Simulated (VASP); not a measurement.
Runs of VASP 6.6.1 on MnSi. The structure is that of space group Pm-3m (No. 221), or close to it. The cells are those of the table. 

```tsv
task	level	potentials or basis	cell	cutoff (eV)	share of exact exchange	screening parameter	gap on the mesh (eV)	pressure (GPa)	moment (μB)
single point	HF	VASP PAW PBE potentials, release 64 (Mn_sv, Si)	a = 3.467 Å, 2 atoms	510	1	-	none	-0.4	4.01
relaxation of cell and atoms	PBEsol-based screened hybrid with 25 % exact exchange	VASP PAW PBE potentials, release 64 (Mn_pv, Si)	relaxed from a = 2.987 Å, 2 atoms	600	0.25	0.207 1/Å	none	0.0	3.43
single point	PBEsol-based global hybrid with 25 % exact exchange	VASP PAW PBE potentials, release 64 (Mn_pv, Si)	a = 2.748 Å, 2 atoms	520	0.25	-	none	(b)	0.62
single point	B3LYP	VASP PAW PBE potentials, release 64 (Mn_pv, Si)	a = 2.816 Å, 2 atoms	520	0.2	-	none	(a)	0.62
```

Alike in all rows: spin collinear, ferromagnetic start; k mesh 5 × 5 × 5; smearing fermi-dirac 0.05 eV.

**Question.** Estimate the missing entries.

**Answer.** (a) -6.1; (b) -2.8.

Caveats: all runs use coarse meshes; the PAW data sets were made with another functional, which shifts forces and pressure a little.

A gap of «none» marks levels without a gap at the run's occupations.

The runs don't all hold the same shells in valence.
